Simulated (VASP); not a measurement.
Here is a VASP 6.6.1 calculation.

The input INCAR:

```
SYSTEM = KSi16
PREC     = Accurate       ! precision mode
ENCUT    = 520            ! plane-wave cutoff, eV
EDIFF    = 1E-6           ! SCF threshold, eV
ISMEAR   = 0              ! smearing method
SIGMA    = 0.02           ! smearing width, eV
LREAL    = Auto         
LASPH    = .True.         ! aspherical terms in the spheres
NELM     = 60             ! most SCF steps
ALGO     = Normal         ! electronic algorithm
ISIF     = 2              ! what is computed and relaxed
LWAVE    = .False.        ! write WAVECAR
LCHARG   = .False.        ! write CHGCAR
GGA      = CA             ! functional
NBANDS   = 50             ! bands
NELECT   = 72.0
```

KPOINTS

```
regular mesh
0
Gamma
  3 3 3
  0 0 0
```

File POSCAR:

```
KSi16
1.0
    0.0000000000      5.4019422760     -5.4019422760
    5.4019422760      5.4019422760      0.0000000000
    5.4019422760      0.0000000000     -5.4019422760
Si K
16 1
Direct
    0.1386402264      0.1292530472      0.1372807154
    0.1084799633      0.6754823198      0.1071198970
    0.5943859330      0.1292534174      0.1372820112
    0.6234287277      0.6124180584      0.1402869489
    0.1386426329      0.1292515663      0.5930258667
    0.1416482185      0.6124166700      0.6220681985
    0.6412852680      0.0770691316      0.6399242760
    0.6234289128      0.6124187988      0.6220679208
    0.2525064931      0.7602459060      0.2511462416
    0.2328158902      0.3024721325      0.2314561941
    0.7356635441      0.7602463688      0.2511457788
    0.7412148808      0.2306159408      0.2865167603
    0.2525067708      0.7602447028      0.7343036629
    0.2878772894      0.2306141821      0.7398554623
    0.7601090108      0.7205980370      0.7587480189
    0.7412155287      0.2306158482      0.7398552772
   -0.1036575312      0.3118972610     -0.1050172273
```

Potentials or basis: VASP PAW LDA potentials, release 64 (Si, K_sv).

Launch:

```console
$ cat potpaw_LDA.64/Si/POTCAR potpaw_LDA.64/K_sv/POTCAR > POTCAR
$ mpirun -np 1 vasp_std > vasp.out
```

Problem. Estimate the largest force.

Solution. 1.132 eV/Å.

Forces on the atoms (eV/Å):
```
Si  -0.133 -0.133 -0.020
Si  -0.098 -0.098 -0.098
Si  -0.133 -0.020 -0.133
Si   0.005 -0.004 -0.004
Si  -0.020 -0.133 -0.133
Si  -0.004  0.005 -0.004
Si   0.097  0.097  0.097
Si  -0.004 -0.004  0.005
Si  -0.082 -0.082 -0.039
Si  -0.116 -0.116 -0.116
Si  -0.082 -0.039 -0.082
Si  -0.140 -0.029 -0.029
Si  -0.039 -0.082 -0.082
Si  -0.029 -0.140 -0.029
Si   0.155  0.155  0.155
Si  -0.029 -0.029 -0.140
K    0.654  0.654  0.654
```

Caveat: the cell carries a net charge on a neutralising background, which shifts energy and pressure.
